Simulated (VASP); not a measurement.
# LiSc (Imma) in VASP: single point with LDA

Aim: the single point of LiSc with LDA.

Everything below comes from runs of VASP 6.6.1. Logs are shortened: lines on timing, memory, paths and dates and some standing lists are left out, and cuts for length are marked.

## 1. The cell of the first run

It takes space group Imma (No. 74, orthorhombic). Conventional cell: a = 6.150 Å, b = 8.663 Å, c = 6.120 Å, α = 90.00°, β = 90.00°, γ = 90.00°. Within 4.0 Å of Li (site symmetry 2/m) lie 8 Sc at 3.06 to 3.08 Å and 4 Li at 3.07 Å. Li (site symmetry 2/m) has 6 Sc at 3.06 to 3.07 Å and 6 Li at 3.07 to 3.08 Å within 4.0 Å. Within 4.0 Å of Sc (site symmetry 2/m) lie 8 Li at 3.06 to 3.08 Å and 4 Sc at 3.07 Å. Within 4.0 Å of Sc (site symmetry 2/m) lie 6 Li at 3.06 to 3.07 Å and 6 Sc at 3.07 to 3.08 Å.

## 2. Single point, LDA

The input, INCAR:

```
  PREC = Accurate
  ENCUT = 750
  EDIFF = 1E-6
  ISMEAR = -1
  SIGMA = 0.05
  LREAL = F
  LASPH = T
  NELM = 120
  ALGO = Normal
  ISIF = 2
  LWAVE = F
  LCHARG = T
  GGA = CA
  LVHAR = T
  NBANDS = 38
  GGA_COMPAT = F
  KPAR = 4
```

The input, KPOINTS:

```
regular mesh
0
Gamma
  9 9 9
```

The input, POSCAR:

```
LiSc
1.0
    0.0000000000      4.3275407260      4.3275407260
    4.3313796263     -0.0107133198      4.3382540458
    4.3313796263      4.3382540458     -0.0107133198
Li Sc
4 4
Direct
    0.0000000000      0.0000000000      0.0000000000
    0.0000000000      0.0000000000      0.5000000000
    0.0000000000      0.5000000000      0.0000000000
    0.5000000000      0.5000000000      0.5000000000
    0.0000000000      0.5000000000      0.5000000000
    0.5000000000      0.0000000000      0.0000000000
    0.5000000000      0.0000000000      0.5000000000
    0.5000000000      0.5000000000      0.0000000000
```

Potentials or basis: VASP PAW LDA potentials, release 64 (Li_sv, Sc_sv).

The run is started by

```bash
$ cat potpaw_LDA.64/Li_sv/POTCAR potpaw_LDA.64/Sc_sv/POTCAR > POTCAR
$ mpirun -np 4 vasp_std > vasp.out
```

OUTCAR:

```text
PREC = Accurate
   ENCUT = 750
   EDIFF = 1E-6
   ISMEAR = -1
   LREAL = F
   LASPH = T
   NELM = 120
   ISIF = 2
   GGA = CA

 ion  position               nearest neighbor table
   1  0.000  0.000  0.000-
   2  0.000  0.000  0.500-
   3  0.000  0.500  0.000-
   4  0.500  0.500  0.500-
   5  0.000  0.500  0.500-   7 3.07   7 3.07   8 3.07   8 3.07
   6  0.500  0.000  0.000-   7 3.07   8 3.07   7 3.07   8 3.07
   7  0.500  0.000  0.500-   5 3.07   5 3.07   6 3.07   6 3.07   8 3.08   8 3.08
   8  0.500  0.500  0.000-   6 3.07   5 3.07   6 3.07   5 3.07   7 3.08   7 3.08

  LATTYP: Found a body centered orthorhombic cell.
 ALAT       =     6.1200667864
 B/A-ratio  =     1.0049512277
 C/A-ratio  =     1.4154680913

  Lattice vectors:

 A1 = (  -4.3313796263,   0.0107133198,  -4.3382540458)
 A2 = (  -4.3313796263,  -0.0107133198,   4.3382540458)
 A3 = (   4.3313796263,   4.3382540458,  -0.0107133198)

Analysis of symmetry for initial positions (statically):
=====================================================================
 Subroutine PRICEL returns:
 Original cell was already a primitive cell.

 Routine SETGRP: Setting up the symmetry group for a
 body centered orthorhombic supercell.

 Subroutine GETGRP returns: Found  8 space group operations
 (whereof  4 operations were pure point group operations)
 out of a pool of  8 trial point group operations.

The static configuration has the point symmetry C_2h.
 The point group associated with its full space group is D_2h.

Analysis of symmetry for dynamics (positions and initial velocities):
=====================================================================
 Subroutine PRICEL returns:
 Original cell was already a primitive cell.

 Routine SETGRP: Setting up the symmetry group for a
 body centered orthorhombic supercell.

 Subroutine GETGRP returns: Found  8 space group operations
 (whereof  4 operations were pure point group operations)
 out of a pool of  8 trial point group operations.

The dynamic configuration has the point symmetry C_2h.
 The point group associated with its full space group is D_2h.

 Subroutine INISYM returns: Found  8 space group operations
 (whereof  4 operations are pure point group operations),
 and found     1 'primitive' translations

----------------------------------------------------------------------------------------

                                     Primitive cell

  volume of cell :     163.0360

  direct lattice vectors                    reciprocal lattice vectors
     0.000000000  4.327540726  4.327540726    -0.115436661  0.115539063  0.115539063
     4.331379626 -0.010713320  4.338254046     0.115436661 -0.114969821  0.114969821
     4.331379626  4.338254046 -0.010713320     0.115436661  0.114969821 -0.114969821

  length of vectors
     6.120066786  6.130368048  6.130368048     0.200060423  0.199403466  0.199403466

  position of ions in fractional coordinates (direct lattice)
     0.000000000  0.000000000  0.000000000
     0.000000000  1.000000000  0.500000000
     0.000000000  0.500000000  0.000000000
     0.500000000  0.500000000  0.500000000
     0.000000000  0.500000000  0.500000000
     0.500000000  0.000000000  0.000000000
     0.500000000  1.000000000  0.500000000
     0.500000000  0.500000000  0.000000000

  ion indices of the primitive-cell ions
   primitive index   ion index
                 1           1
                 2           2
                 3           3
                 4           4
                 5           5
                 6           6
                 7           7
                 8           8

----------------------------------------------------------------------------------------

 KPOINTS: regular mesh

Automatic generation of k-mesh.
 Grid dimensions read from file:
 generate k-points for:    9    9    9

 Generating k-lattice:

  Cartesian coordinates                     Fractional coordinates (reciprocal lattice)
    -0.012826296  0.012837674  0.012837674     0.111111111  0.000000000 -0.000000000
     0.012826296 -0.012774425  0.012774425     0.000000000  0.111111111 -0.000000000
     0.012826296  0.012774425 -0.012774425     0.000000000 -0.000000000  0.111111111

  Length of vectors
     0.022228936  0.022155941  0.022155941

  Shift w.r.t. Gamma in fractional coordinates (k-lattice)
     0.000000000  0.000000000  0.000000000

 Subroutine IBZKPT returns following result:
 ===========================================

 Found    125 irreducible k-points:

 Following reciprocal coordinates:
            Coordinates               Weight
  0.000000  0.000000  0.000000      1.000000
  0.111111 -0.000000 -0.000000      4.000000
  0.222222  0.000000  0.000000      4.000000
  0.333333 -0.000000 -0.000000      4.000000
  0.444444  0.000000  0.000000      4.000000
  0.000000  0.111111 -0.000000      4.000000
[... 16 lines left out ...]
 -0.111111  0.222222  0.000000      8.000000
  0.000000  0.333333  0.000000      4.000000
 [... further k-points ...]
   k-points           NKPTS =    125   k-points in BZ     NKDIM =    125   number of bands    NBANDS=     38
   number of dos      NEDOS =    301   number of ions     NIONS =      8
   total plane-waves  NPLWV = 175616
   dimension x,y,z NGX =    56 NGY =   56 NGZ =   56
   dimension x,y,z NGXF=   112 NGYF=  112 NGZF=  112
   ions per type =               4   4
   NGX,Y,Z   is equivalent  to a cutoff of  15.21, 15.19, 15.19 a.u.
   NGXF,Y,Z  is equivalent  to a cutoff of  30.42, 30.37, 30.37 a.u.
 SYSTEM =  unknown system
   PREC   = accura    normal or accurate (medium, high low for compatibility)
   ISTART =      0    job   : 0-new  1-cont  2-samecut
   ICHARG =      2    charge: 1-file 2-atom 10-const
   ISPIN  =      1    spin polarized calculation?
   LNONCOLLINEAR =      F non collinear calculations
   LSORBIT =      F    spin-orbit coupling
   LASPH  =      T    aspherical Exc in radial PAW
   ENCUT  =  750.0 eV  55.12 Ry    7.42 a.u.  13.67 13.69 13.69*2*pi/ulx,y,z
   NELM   =    120;   NELMIN=  2; NELMDL= -5     # of ELM steps
   EDIFF  = 0.1E-05   stopping-criterion for ELM
   LREAL  =      F    real-space projection
   EDIFFG = 0.1E-04   stopping-criterion for IOM
   NSW    =      0    number of steps for IOM
   IBRION =     -1    ionic relax: 0-MD 1-quasi-New 2-CG
   NFREE  =      0    steps in history (QN), initial steepest desc. (CG)
   ISIF   =      2    stress and relaxation
   ISYM   =      2    0-nonsym 1-usesym 2-fastsym
   POTIM  = 0.5000    time-step for ionic-motion
   TEBEG  =    0.0;   TEEND  =   0.0 temperature during run
   PSTRESS=    0.0 pullay stress
   NELECT =      56.0000    total number of electrons
   NUPDOWN=      -1.0000    fix difference up-down
   EMIN   =  10.00;   EMAX   =-10.00  energy-range for DOS
   EFERMI =   0.00;   METHOD = LEGACY
   ISMEAR =    -1;   SIGMA  =   0.05  broadening in eV -4-tet -1-fermi 0-gaus
   EFERMI_NEDOS =   21; number of points for ismear=-14 and -15
   IALGO  =     38    algorithm
   IMIX   =      4    mixing-type and parameters
     AMIX     =   0.40;   BMIX     =  1.00
     AMIX_MAG =   1.60;   BMIX_MAG =  1.00
  volume/ion in A,a.u.               =      20.38       137.53
  Fermi-wavevector in a.u.,A,eV,Ry     =   1.146506  2.166582 17.884531  1.314476
  Thomas-Fermi vector in A             =   2.283190
   LORBIT       =      0    0 simple, 1 ext, 2 COOP (PROOUT), +10 PAW based schemes
   GGA     = CA    functional components
   LHFCALC =     F    Hartree Fock is set to
   AEXX    =    0.0000 exact exchange contribution
   IVDW    =     0    specifies the selected vdW correction
   LEPSILON=     F    determine dielectric tensor
   LRPA    =     F    only Hartree local field effects (RPA)
 non-spin polarized calculation
  energy-cutoff  :      750.00
  volume of cell :      163.04
 maximum number of plane-waves:      7647
   NGX = 27   NGY = 27   NGZ = 27

 number of electron      55.9999999 magnetization

 Free energy of the ion-electron system (eV)
  ---------------------------------------------------
  ext. energy  EPLUGINS =         0.00000000
  ---------------------------------------------------
  free energy    TOTEN  =       -33.12078112 eV

  energy without entropy =      -33.00964116  energy(sigma->0) =      -33.06521114

 E-fermi :   2.5756     XC(G=0):  -9.1835

 val. band max:        2.5738578275   @ k =   0.2222   0.3333  -0.0000
 cond. band min:       2.5760361393   @ k =   0.0000  -0.4444   0.3333
 fundamental gap:      0.0021783118
 Fermi energy:         2.5756422415

 k-point     1 :       0.0000    0.0000    0.0000
  band No.  band energies     occupation
      1     -46.4970      2.00000
      2     -46.4891      2.00000
      3     -46.1956      2.00000
      4     -46.1591      2.00000
      5     -42.2696      2.00000
      6     -42.2629      2.00000
[... 30 lines left out ...]
     37       4.5808      0.00000
     38       4.6403      0.00000

 k-point     2 :       0.1111   -0.0000   -0.0000
  band No.  band energies     occupation
      1     -46.4966      2.00000
      2     -46.4891      2.00000
      3     -46.1960      2.00000
      4     -46.1591      2.00000
      5     -42.2695      2.00000
      6     -42.2629      2.00000
[... 30 lines left out ...]
     37       4.6291      0.00000
     38       4.7513      0.00000

 k-point     3 :       0.2222    0.0000    0.0000
  band No.  band energies     occupation
      1     -46.4955      2.00000
      2     -46.4892      2.00000
      3     -46.1970      2.00000
      4     -46.1591      2.00000
      5     -42.2696      2.00000
      6     -42.2629      2.00000
[... 30 lines left out ...]
     37       4.7290      0.00000
     38       4.8155      0.00000

 k-point     4 :       0.3333   -0.0000   -0.0000
  band No.  band energies     occupation
      1     -46.4942      2.00000
      2     -46.4895      2.00000
      3     -46.1981      2.00000
      4     -46.1591      2.00000
      5     -42.2696      2.00000
      6     -42.2629      2.00000
[... 30 lines left out ...]
     37       4.9207      0.00000
     38       4.9869      0.00000
[... 703 lines left out ...]
      4     -46.1639      2.00000
      5     -42.2688      2.00000
      6     -42.2637      2.00000
[... 30 lines left out ...]
     37       4.4448      0.00000
     38       4.6189      0.00000

 k-point    23 :      -0.1111    0.2222    0.0000
  band No.  band energies     occupation
      1     -46.4944      2.00000
      2     -46.4895      2.00000
      3     -46.1930      2.00000
      4     -46.1640      2.00000
      5     -42.2688      2.00000
      6     -42.2636      2.00000
[... 30 lines left out ...]
     37       4.3544      0.00000
     38       4.6648      0.00000

 k-point    24 :       0.0000    0.3333    0.0000
  band No.  band energies     occupation
      1     -46.4937      2.00000
      2     -46.4898      2.00000
      3     -46.1879      2.00000
      4     -46.1696      2.00000
      5     -42.2679      2.00000
      6     -42.2645      2.00000
[... 30 lines left out ...]
     37       4.3040      0.00000
     38       4.6865      0.00000

 [... further k-points ...]

------------------------ aborting loop because EDIFF is reached ----------------------------------------

  FORCE on cell =-STRESS in cart. coord.  units (eV):
  Direction    XX          YY          ZZ          XY          YZ          ZX
  --------------------------------------------------------------------------------------
  -------------------------------------------------------------------------------------
  Total       -0.0770689     -0.0347488     -0.0347488     -0.0000000     -0.0277568      0.0000000
  in kB       -0.7573666     -0.3414815     -0.3414815     -0.0000000     -0.2727695      0.0000000
  external PRESSURE =      -0.4801099 kB  Pullay stress =       0.0000000 kB

 VOLUME and BASIS-vectors are now :
 -----------------------------------------------------------------------------
  energy-cutoff  :      750.00
  volume of cell :      163.04
      direct lattice vectors                 reciprocal lattice vectors
     0.000000000  4.327540726  4.327540726    -0.115436661  0.115539063  0.115539063
     4.331379626 -0.010713320  4.338254046     0.115436661 -0.114969821  0.114969821
     4.331379626  4.338254046 -0.010713320     0.115436661  0.114969821 -0.114969821

 POSITION                                       TOTAL-FORCE (eV/Angst)
 -----------------------------------------------------------------------------------
      0.00000      0.00000      0.00000        -0.000000     -0.000000      0.000000
      2.16569      2.16913     -0.00536        -0.000000     -0.000000      0.000000
      2.16569     -0.00536      2.16913        -0.000000     -0.000000      0.000000
      4.33138      4.32754      4.32754        -0.000000     -0.000000      0.000000
      4.33138      2.16377      2.16377        -0.000000     -0.000000     -0.000000
      0.00000      2.16377      2.16377         0.000000     -0.000000      0.000000
      2.16569      4.33290      2.15841        -0.000000      0.000000      0.000000
      2.16569      2.15841      4.33290        -0.000000     -0.000000     -0.000000
 -----------------------------------------------------------------------------------
    total drift:                                0.000000      0.000000      0.000000

  FREE ENERGIE OF THE ION-ELECTRON SYSTEM (eV)
  ---------------------------------------------------
  free  energy   TOTEN  =       -33.1207811177 eV

  energy  without entropy=      -33.0096411565  energy(sigma->0) =      -33.06521114
```

Wall time 11 min (4 MPI ranks of Intel Xeon Platinum 8259CL at 2.50GHz (Skylake/Cascade Lake), shared host); peak memory 1.1 GiB.

What came out:

```yaml
Free_energy: -33.1208 eV
Pressure: 0.0 GPa
Band_gap_on_the_k_mesh: zero (bands 28 and 29 overlap by 0.29 eV)
```
